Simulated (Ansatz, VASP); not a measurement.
TiO2 in VASP and in Ansatz

```
Ti O
1.0
    -1.89961    1.89961    4.84851
     1.89961   -1.89961    4.84851
     1.89961    1.89961   -4.84851
Ti O
2 4
Direct
  0.00000 0.00000 0.00000
  0.75000 0.25000 0.50000
  0.20650 0.20650 0.00000
  0.95650 0.45650 0.50000
  0.54350 0.04350 0.50000
  0.79350 0.79350 0.00000
```

Alike in both runs: functional PBE; k mesh 10 × 10 × 10; occupations gaussian, width 0.02 eV; no spin polarisation.

Ansatz relaxed the structure, and its values are those at the end. VASP's run is a single point on that final structure, the one shown.

|  | VASP | Ansatz |
| --- | --- | --- |
| version | VASP 6.6.1 | Ansatz 0.2.0 |
| potentials or method | VASP PAW PBE potentials, release 64 (Ti_sv, O) | scalar-relativistic, plane waves, PAW |
| plane-wave cutoff (eV) | 520 | 420 |
| valence electrons in the cell | 48 | 48 |

Ansatz gave:

* gap on the k mesh at the Fermi level (eV): 2.13
* least direct gap on the mesh (eV): 2.43
* pressure (GPa): 0.0
* rms of the force components (eV/Å): 0.000

Problem. What did VASP give for the same quantities?

Solution. gap on the k mesh at the Fermi level (eV): 2.11; least direct gap on the mesh (eV): 2.41; pressure (GPa): 0.7; rms of the force components (eV/Å): 0.009.

The functional is the same, so the differences come from potentials, cutoffs and numerics.
